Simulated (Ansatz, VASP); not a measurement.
## CdSe in VASP and in Ansatz

```
Cd Se
1.0
     4.30000    0.00000    0.00000
    -2.15000    3.72391    0.00000
     0.00000    0.00000    7.02000
Cd Se
2 2
Direct
  0.66667 0.33333 0.50000
  0.33333 0.66667 0.00000
  0.66667 0.33333 0.88500
  0.33333 0.66667 0.38500
```

Alike in both runs: task single point; functional PBE; k mesh 7 × 7 × 4; occupations gaussian, width 0.022 eV; no spin polarisation.

```csv
,VASP,Ansatz
version,VASP 6.6.1,Ansatz 0.2.0
potentials or method,"VASP PAW PBE potentials, release 64 (Cd, Se)",Ansatz PAW
plane-wave cutoff (eV),520,420
valence electrons in the cell,36,72
```

Ansatz gave:

- gap on the k mesh at the Fermi level (eV): 0.70
- least direct gap on the mesh (eV): 0.70
- pressure (GPa): 3.0
- traceless stress, the component that is largest in VASP (GPa): -1.35
- rms of the force components (eV/Å): 0.163

Estimate VASP's values.

gap on the k mesh at the Fermi level (eV): 0.70; least direct gap on the mesh (eV): 0.70; pressure (GPa): 3.3; traceless stress, the component that is largest in VASP (GPa): -1.40; rms of the force components (eV/Å): 0.168.

Atom by atom the forces differ by 0.006 eV/Å (rms over components). With one functional, cell and mesh, what is left measures potentials, basis and numerics. VASP's potentials hold 36 valence electrons a cell and Ansatz's 72, so a difference there can come from the potentials and not from the codes.

Noted on Ansatz's run: odd divisions of the mesh miss points on the zone boundary, where band edges often lie, so the gap on the mesh can be too wide.
